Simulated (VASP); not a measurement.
The system is Hf.

```
CELL_PARAMETERS angstrom
-1.80500 1.80500 1.80500
1.80500 -1.80500 1.80500
1.80500 1.80500 -1.80500
ATOMIC_POSITIONS crystal
Hf 0.00000 0.00000 0.00000
```

| Item | Value |
| --- | --- |
| Program | VASP 6.6.1 |
| Task | relaxation of cell and atoms |
| Functional | B3LYP |
| Potentials or basis | VASP PAW PBE potentials, release 64 (Hf_pv) |
| Cutoff | 600 eV |
| k mesh | 5 × 5 × 5 |
| Occupations | fermi-dirac, width 0.05 eV |
| Spin | no spin polarisation |

At the start: pressure -5.4 GPa; volume 23.52 Å³/atom.

Q: Where does the relaxation end?

A: Over 4 steps the energy falls by 20.3 meV/atom and the volume is 22.37 Å³/atom (-4.9 %); space group Im-3m (No. 229, to 0.05 Å).

Step by step:
```csv
step,energy change (eV),largest force (eV/Å),pressure (GPa),volume (Å³)
1,0.0000,0.0000,-5.38,23.52
2,0.0164,0.0000,8.50,20.93
3,-0.0203,0.0000,-0.11,22.39
4,-0.0203,0.0000,-0.07,22.37
```

Final structure:
```
Hf
1.0
    -1.77489    1.77489    1.77489
     1.77489   -1.77489    1.77489
     1.77489    1.77489   -1.77489
Hf
1
Direct
  0.00000 0.00000 0.00000
```

Caveat: the k points lie up to 0.50 Å⁻¹ apart in the final cell; the PAW data sets were made with another functional, which shifts forces and pressure a little.
